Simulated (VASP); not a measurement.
Write the native input for VASP 6.6.1 that does the following.

```
Task                   : single point
Functional             : r2SCAN
Potentials or basis    : VASP PAW PBE potentials, release 64 (Br, O)
Cutoff                 : 520 eV
k mesh                 : 11 × 11 × 11
Occupations            : fermi-dirac, width 0.1 eV
Spin                   : no spin polarisation
Dipole correction      : no
Further INCAR settings : ALGO = Normal; EDIFF = 1e-06; NBANDS = 16
```

Crystal: BrO2 (fluorite type).

```
Br O
1.0
     0.00000    2.67987    2.67987
     2.67987    0.00000    2.67987
     2.67987    2.67987    0.00000
Br O
1 2
Direct
  0.00000 0.00000 0.00000
  0.25000 0.25000 0.25000
  0.75000 0.75000 0.75000
```

These files were run (other wordings do the same):

POSCAR

```
BrO2
1.0
    0.0000000000      2.6798722344      2.6798722344
    2.6798722344      0.0000000000      2.6798722344
    2.6798722344      2.6798722344      0.0000000000
Br O
1 2
Direct
    0.0000000000      0.0000000000      0.0000000000
    0.2500000000      0.2500000000      0.2500000000
    0.7500000000      0.7500000000      0.7500000000
```

INCAR.step1

```
PREC = Accurate
ENCUT = 520
ISMEAR = -1
SIGMA = 0.1
LREAL = False
LASPH = True
NELM = 60
NBANDS = 16
GGA = PE
ALGO = Normal
EDIFF = 1E-4
LWAVE = True
LCHARG = False
```

INCAR.step2

```
PREC = Accurate
ENCUT = 520
EDIFF = 1E-6
ISMEAR = -1
SIGMA = 0.1
LREAL = False
LASPH = True
NELM = 60
ALGO = Normal
ISIF = 2
LWAVE = False
LCHARG = True
METAGGA = R2SCAN
LMIXTAU = True
LELF = True
LVHAR = True
NBANDS = 16
ISTART = 1
```

KPOINTS

```
regular mesh
0
Gamma
  11 11 11
```

Potentials or basis: VASP PAW PBE potentials, release 64 (Br, O).

The run is started by

```console
$ cat potpaw_PBE.64/Br/POTCAR potpaw_PBE.64/O/POTCAR > POTCAR
$ cp INCAR.step1 INCAR
$ mpirun -np 1 vasp_std > vasp.out
$ cp INCAR.step2 INCAR
$ mpirun -np 1 vasp_std > vasp.out
```

Results of the run:

| Property | Result |
| --- | --- |
| Pressure | -7.7 GPa |

Caveat: the PAW data sets were made with another functional, which shifts forces and pressure a little; an odd number of electrons without spin polarisation forces a metal; a magnetic or distorted state may lie lower.

Wall time 82 s on 1 thread of Intel(R) Xeon(R) 6975P-C (Granite Rapids), with other jobs on the host, peak memory 0.17 GiB.
